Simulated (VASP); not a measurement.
Here is a VASP 6.6.1 calculation.

Contents of INCAR:

```
ALGO = Fast
EDIFF = 1E-7
ENCUT = 520
GGA = PS
ISIF = 2
ISMEAR = 0
IVDW = 12
LASPH = T
LCHARG = F
LREAL = F
LWAVE = F
NBANDS = 30
NELM = 80
PREC = Accurate
SIGMA = 0.15
```

File KPOINTS:

```
k-points
0
Gamma
  14 14 14
```

POSCAR

```
Ga3Sb
1.0
   -2.1574944527      2.1574944527      4.2127236683
    2.1574944527     -2.1574944527      4.2127236683
    2.1574944527      2.1574944527     -4.2127236683
Ga Sb
3 1
Direct
    0.7500000000      0.2500000000      0.5000000000
    0.2500000000      0.7500000000      0.5000000000
    0.5000000000      0.5000000000      0.0000000000
    0.0000000000      0.0000000000      0.0000000000
```

Potentials or basis: VASP PAW PBE potentials, release 64 (Ga_d, Sb).

Run with:

```console
$ cat potpaw_PBE.64/Ga_d/POTCAR potpaw_PBE.64/Sb/POTCAR > POTCAR
$ mpirun -np 1 vasp_std > vasp.out
```

Question: Predict the pressure.

Answer: 0.2 GPa.

Question: Estimate the band gap on the k mesh.

Answer: Zero (bands 22 and 23 overlap by 5.00 eV).

Stress tensor (GPa, compression positive):
```
 0.36  0.00  0.00
 0.00  0.36  0.00
 0.00  0.00 -0.06
```

Caveat: the PAW data sets were made with another functional, which shifts forces and pressure a little; spin-orbit coupling is left out, which moves the levels of the heavy elements.
